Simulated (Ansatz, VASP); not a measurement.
# WC: VASP beside Ansatz

Contents of INCAR:

```
SYSTEM = WC
ALGO = Fast
DIPOL = 0.5 0.5 0.458
EDIFF = 1E-7
ENCUT = 520
GGA = PE
IDIPOL = 3
ISIF = 2
ISMEAR = 0
IVDW = 12
KPAR = 4
LASPH = .TRUE.
LCHARG = .FALSE.
LDIPOL = .TRUE.
LREAL = Auto
LWAVE = .FALSE.
NBANDS = 166
NELM = 80
PREC = Accurate
SIGMA = 0.1
```

Contents of KPOINTS:

```
k-points
0
G
  4 3 1
  0 0 0
```

Contents of POSCAR:

```
WC
1.0
    5.8038113749      0.0000000000      0.0000000000
   -2.9019056875      7.5735822842      0.0000000000
    0.0000000000      0.0000000000     23.9530597246
W C
16 16
Direct
    0.8601095922      0.7202191844      0.3339865592
    0.8601095922      0.2202191844      0.3339865592
    0.3601095922      0.7202191844      0.3339865592
    0.3601095922      0.2202191844      0.3339865592
    0.7202191845      0.4404383689      0.4124697935
    0.7202191844      0.9404383689      0.4124697935
    0.2202191844      0.4404383689      0.4124697935
    0.2202191844      0.9404383689      0.4124697935
    0.5807356764      0.1601551483      0.4921866639
    0.5785202395      0.6612755715      0.4904505590
    0.0819649570      0.1590231311      0.4924457912
    0.0803482155      0.6609601089      0.4904371567
    0.4276790611      0.8774778694      0.5718432652
    0.4551877090      0.3895360603      0.5686981768
    0.9271878230      0.8638766824      0.5702879001
    0.9446132310      0.3848197650      0.5680527299
    0.0034611909      0.0069223818      0.3470670982
    0.0034611909      0.5069223818      0.3470670982
    0.5034611909      0.0069223818      0.3470670982
    0.5034611909      0.5069223818      0.3470670982
    0.8635707832      0.7271415663      0.4255503325
    0.8635707832      0.2271415663      0.4255503325
    0.3635707831      0.7271415663      0.4255503325
    0.3635707831      0.2271415663      0.4255503325
    0.7231480870      0.4461005117      0.5021705268
    0.7206848983      0.9455157824      0.5060746695
    0.2253777327      0.4442092704      0.5032349766
    0.2234909025      0.9451899463      0.5040468885
    0.6042310983      0.1940033804      0.5810434755
    0.5820780926      0.6751657425      0.5807602386
    0.1060892285      0.1920999730      0.5849491962
    0.0707387923      0.6580821145      0.5781994155
```

Input for Ansatz:

```yaml
crystal:
  lattice:
    - [5.8038113749, 0.0, 0.0]
    - [-2.9019056875, 7.5735822842, 0.0]
    - [0.0, 0.0, 23.9530597246]
  atoms:
    - { symbol: W, position: [0.8601095922, 0.7202191844, 0.3339865592] }
    - { symbol: W, position: [0.8601095922, 0.2202191844, 0.3339865592] }
    - { symbol: W, position: [0.3601095922, 0.7202191844, 0.3339865592] }
    - { symbol: W, position: [0.3601095922, 0.2202191844, 0.3339865592] }
    - { symbol: C, position: [0.0034611909, 0.0069223818, 0.3470670982] }
    - { symbol: C, position: [0.0034611909, 0.5069223818, 0.3470670982] }
    - { symbol: C, position: [0.5034611909, 0.0069223818, 0.3470670982] }
    - { symbol: C, position: [0.5034611909, 0.5069223818, 0.3470670982] }
    - { symbol: W, position: [0.7202191845, 0.4404383689, 0.4124697935] }
    - { symbol: W, position: [0.7202191844, 0.9404383689, 0.4124697935] }
    - { symbol: W, position: [0.2202191844, 0.4404383689, 0.4124697935] }
    - { symbol: W, position: [0.2202191844, 0.9404383689, 0.4124697935] }
    - { symbol: C, position: [0.8635707832, 0.7271415663, 0.4255503325] }
    - { symbol: C, position: [0.8635707832, 0.2271415663, 0.4255503325] }
    - { symbol: C, position: [0.3635707831, 0.7271415663, 0.4255503325] }
    - { symbol: C, position: [0.3635707831, 0.2271415663, 0.4255503325] }
    - { symbol: W, position: [0.5807356764, 0.1601551483, 0.4921866639] }
    - { symbol: W, position: [0.5785202395, 0.6612755715, 0.490450559] }
    - { symbol: W, position: [0.081964957, 0.1590231311, 0.4924457912] }
    - { symbol: W, position: [0.0803482155, 0.6609601089, 0.4904371567] }
    - { symbol: C, position: [0.723148087, 0.4461005117, 0.5021705268] }
    - { symbol: C, position: [0.7206848983, 0.9455157824, 0.5060746695] }
    - { symbol: C, position: [0.2253777327, 0.4442092704, 0.5032349766] }
    - { symbol: C, position: [0.2234909025, 0.9451899463, 0.5040468885] }
    - { symbol: W, position: [0.4276790611, 0.8774778694, 0.5718432652] }
    - { symbol: W, position: [0.455187709, 0.3895360603, 0.5686981768] }
    - { symbol: W, position: [0.927187823, 0.8638766824, 0.5702879001] }
    - { symbol: W, position: [0.944613231, 0.384819765, 0.5680527299] }
    - { symbol: C, position: [0.6042310983, 0.1940033804, 0.5810434755] }
    - { symbol: C, position: [0.5820780926, 0.6751657425, 0.5807602386] }
    - { symbol: C, position: [0.1060892285, 0.192099973, 0.5849491962] }
    - { symbol: C, position: [0.0707387923, 0.6580821145, 0.5781994155] }
basis:
  ecutwfc: 420
kpoints:
  mp_grid: { grid: [4, 3, 1] }
hamiltonian:
  xc: pbe
  dispersion: d3bj
scf:
  occupations: { method: gaussian, width: 0.1 }
output:
  forces: true
  eigenvalues: true
  write_density: true
  volumetric_format: npy
efield:
  axis: 3
  dipole_correction: true
  ramp_width: 0.04
```

Alike in both runs: task single point; functional PBE; dispersion D3(BJ); k mesh 4 × 3 × 1; occupations gaussian, width 0.1 eV; no spin polarisation.

|  | VASP | Ansatz |
| --- | --- | --- |
| version | VASP 6.6.1 | Ansatz 0.2.0 |
| potentials or method | VASP PAW PBE potentials, release 64 (W_sv, C), cutoff 520 eV | scalar-relativistic, plane waves, PAW |
| valence electrons in the cell | 288 | 288 |

VASP gave:

```
gap on the k mesh at the Fermi level (eV) : none
rms of the force components (eV/Å)        : 0.582
```

Task: What did Ansatz give for the same quantities?

Result: gap on the k mesh at the Fermi level (eV): none; rms of the force components (eV/Å): 0.587.

A gap of «none» marks a metal or a gap that the smearing closes.

Spin-orbit coupling is off throughout.
